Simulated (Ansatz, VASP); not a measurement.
**Two plane-wave programs on C**

```
C
1.0
     0.00000    1.79429    1.79429
     1.79429    0.00000    1.79429
     1.79429    1.79429    0.00000
C
2
Direct
  0.00000 0.00000 0.00000
  0.25000 0.25000 0.25000
```

Alike in both runs: functional RPBE; k mesh 10 × 10 × 10; no spin polarisation.

Ansatz relaxed the structure, and its values are those at the end. VASP's run is a single point on that final structure, the one shown.

|  | VASP | Ansatz |
| --- | --- | --- |
| version | VASP 6.6.1 | Ansatz 0.2.0 |
| potentials or method | VASP PAW PBE potentials, release 64 (C) | plane waves, PAW |
| plane-wave cutoff (eV) | 520 | 420 |
| occupations | gaussian, width 0.01 eV | fixed |
| valence electrons in the cell | 8 | 8 |

VASP gave:

* pressure (GPa): 0.5

Problem. Which values does Ansatz return?

Solution. Pressure (GPa): 0.0.

VASP's potentials were made for PBE, not for RPBE. Ansatz's warnings: stress scf threshold loose.
